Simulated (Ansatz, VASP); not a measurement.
**One calculation of SnO2, two programs**

INCAR

```
  PREC = Accurate
  ENCUT = 520
  EDIFF = 1E-6
  ISMEAR = 0
  SIGMA = 0.05
  LREAL = F
  LASPH = T
  NELM = 100
  ALGO = Normal
  ISIF = 2
  LWAVE = F
  LCHARG = T
  LELF = T
  LVHAR = T
  NBANDS = 35
```

File KPOINTS:

```
regular mesh
0
Gamma
  6 6 8
```

File POSCAR:

```
SnO2
1.0
    4.7201335214      0.0000000000      0.0000000000
    0.0000000000      4.7206343117      0.0000000000
    0.0000000000      0.0000000000      3.1888226872
Sn O
2 4
Direct
    0.5000000000      0.5000000000      0.5000000000
    0.0000000000      0.0000000000      0.0000000000
    0.3059920358      0.2715746941      0.0000000000
    0.8059920358      0.2284253059      0.5000000000
    0.1940079642      0.7715746941      0.5000000000
    0.6940079642      0.7284253059      0.0000000000
```

Input for Ansatz:

```yaml
crystal:
  lattice:
    - [4.7201335214, 0.0, 0.0]
    - [0.0, 4.7206343117, 0.0]
    - [0.0, 0.0, 3.1888226872]
  atoms:
    - { symbol: Sn, position: [0.5, 0.5, 0.5] }
    - { symbol: Sn, position: [0.0, 0.0, 0.0] }
    - { symbol: O, position: [0.3059920358, 0.2715746941, 0.0] }
    - { symbol: O, position: [0.8059920358, 0.2284253059, 0.5] }
    - { symbol: O, position: [0.1940079642, 0.7715746941, 0.5] }
    - { symbol: O, position: [0.6940079642, 0.7284253059, 0.0] }
basis:
  ecutwfc: 520.0
kpoints:
  mp_grid: { grid: [6, 6, 8] }
hamiltonian:
  xc: lda
  pseudopotentials: { kind: paw, azcp: { folder: soft_1 } }
scf:
  occupations: { method: gaussian, width: 0.05 }
output:
  forces: true
  stress: true
  eigenvalues: true
  write_density: true
  write_potential: true
  elf: true
  volumetric_format: npy
```

Alike in both runs: task single point; functional LDA; k mesh 6 × 6 × 8; occupations gaussian, width 0.05 eV; no spin polarisation.

|  | VASP | Ansatz |
| --- | --- | --- |
| version | VASP 6.6.1 | Ansatz 0.2.0 |
| potentials or method | VASP PAW LDA potentials, release 64 (Sn_d, O), cutoff 520 eV | scalar-relativistic, plane waves, PAW |
| valence electrons in the cell | 52 | 52 |

```tsv
	VASP	Ansatz	Ansatz less VASP
gap on the k mesh at the Fermi level (eV)	1.07	1.05	-0.020
least direct gap on the mesh (eV)	1.07	1.05	-0.020
pressure (GPa)	1.5	0.1	-1.35
traceless stress, the component that is largest in VASP (GPa)	5.40	5.20	-0.204
rms of the force components (eV/Å)	1.204	1.175	-0.0287
```

Ansatz warns that its potentials were made for another functional, while VASP's fit it. LDA's correlation is that of Perdew and Zunger in VASP and of Perdew and Wang (1992) in Ansatz. Atom by atom the forces differ by 0.029 eV/Å (rms over components).
